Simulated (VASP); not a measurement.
Input of a VASP 6.6.1 run:

POSCAR

```
C
1.0
    0.0000000000      1.7979253840      1.7979253840
    1.7979253840      0.0000000000      1.7979253840
    1.7979253840      1.7979253840      0.0000000000
C
2
Direct
    0.0000000000      0.0000000000      0.0000000000
    0.2500000000      0.2500000000      0.2500000000
```

Contents of INCAR.step1:

```
PREC = Accurate
ENCUT = 520
EDIFF = 1E-5
ISMEAR = 0
SIGMA = 0.01
LREAL = F
LASPH = T
NELM = 60
ALGO = Normal
ISIF = 2
LWAVE = T
LCHARG = F
NBANDS = 11
GGA = PE
```

File INCAR.step2:

```
PREC = Accurate
ENCUT = 520
EDIFF = 1E-7
ISMEAR = 0
SIGMA = 0.01
LREAL = F
LASPH = T
NELM = 60
ALGO = Normal
ISIF = 2
LWAVE = F
LCHARG = F
GGA = PE
LHFCALC = T
HFSCREEN = 0.2079
PRECFOCK = Normal
NBANDS = 11
ISTART = 1
```

KPOINTS

```
Automatic mesh
0
Gamma
  8 8 8
```

Potentials or basis: VASP PAW PBE potentials, release 64 (C).

Launch:

```bash
$ cat potpaw_PBE.64/C/POTCAR > POTCAR
$ cp INCAR.step1 INCAR
$ mpirun -np 1 vasp_std > vasp.out
$ cp INCAR.step2 INCAR
$ mpirun -np 1 vasp_std > vasp.out
```

(1) What does it give for the band gap on the k mesh?

(2) What does it give for the pressure?

Answers

(1) 5.22 eV, indirect (least direct gap 6.90 eV).

(2) -17.7 GPa.

Caveat: the cell differs from its parent crystal (strain +1.0%); the PAW data sets were made with another functional, which shifts forces and pressure a little.
